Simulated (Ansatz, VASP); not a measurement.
**Two plane-wave programs on MgO**

```
CELL_PARAMETERS angstrom
2.62335 0.00000 0.00000
0.00000 2.62335 0.00000
0.00000 0.00000 2.62335
ATOMIC_POSITIONS crystal
Mg 0.00000 0.00000 0.00000
O 0.50000 0.50000 0.50000
```

Alike in both runs: task single point; functional r2SCAN; k mesh 6 × 6 × 6; occupations methfessel-paxton of order 1, width 0.2 eV; no spin polarisation.

|  | VASP | Ansatz |
| --- | --- | --- |
| version | VASP 6.6.1 | Ansatz 0.2.0 |
| potentials or method | VASP PAW PBE potentials, release 64 (Mg, O) | plane waves |
| plane-wave cutoff (eV) | 520 | 500 |
| valence electrons in the cell | 8 | 16 |

Ansatz gave:

* gap on the k mesh at the Fermi level (eV): 3.49
* pressure (GPa): 0.0

Estimate VASP's values.

gap on the k mesh at the Fermi level (eV): 3.45; pressure (GPa): -1.2.

VASP's potentials were made for PBE, not for r2SCAN. VASP's potentials hold 8 valence electrons a cell and Ansatz's 16, so a difference there can come from the potentials and not from the codes.
